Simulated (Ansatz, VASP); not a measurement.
**ZnSnP2 in VASP and in Ansatz**

```
Zn Sn P
1.0
    -2.88085    2.88085    5.64075
     2.88085   -2.88085    5.64075
     2.88085    2.88085   -5.64075
Zn Sn P
2 2 4
Direct
  0.75000 0.25000 0.50000
  0.00000 0.00000 0.00000
  0.25000 0.75000 0.50000
  0.50000 0.50000 0.00000
  0.37500 0.35049 0.47549
  0.64951 0.12500 0.02451
  0.10049 0.62500 0.97549
  0.87500 0.89951 0.52451
```

Alike in both runs: task single point; functional PBEsol; k mesh 8 × 8 × 8; occupations gaussian, width 0.05 eV; no spin polarisation.

```csv
,VASP,Ansatz
version,VASP 6.6.1,Ansatz 0.2.0
potentials or method,"VASP PAW PBE potentials, release 64 (Zn, Sn_d, P), cutoff 500 eV","scalar-relativistic, plane waves, PAW"
valence electrons in the cell,72,72
```

|  | VASP | Ansatz | Ansatz less VASP |
| --- | --- | --- | --- |
| gap on the k mesh at the Fermi level (eV) | 0.48 | 0.47 | -0.009 |
| least direct gap on the mesh (eV) | 0.48 | 0.47 | -0.009 |
| pressure (GPa) | -3.3 | -3.3 | -0.06 |
| traceless stress, the component that is largest in VASP (GPa) | 0.92 | 0.91 | -0.006 |
| rms of the force components (eV/Å) | 0.063 | 0.055 | -0.0079 |

VASP's potentials were made for PBE, not for PBEsol. Atom by atom the forces differ by 0.008 eV/Å (rms over components).
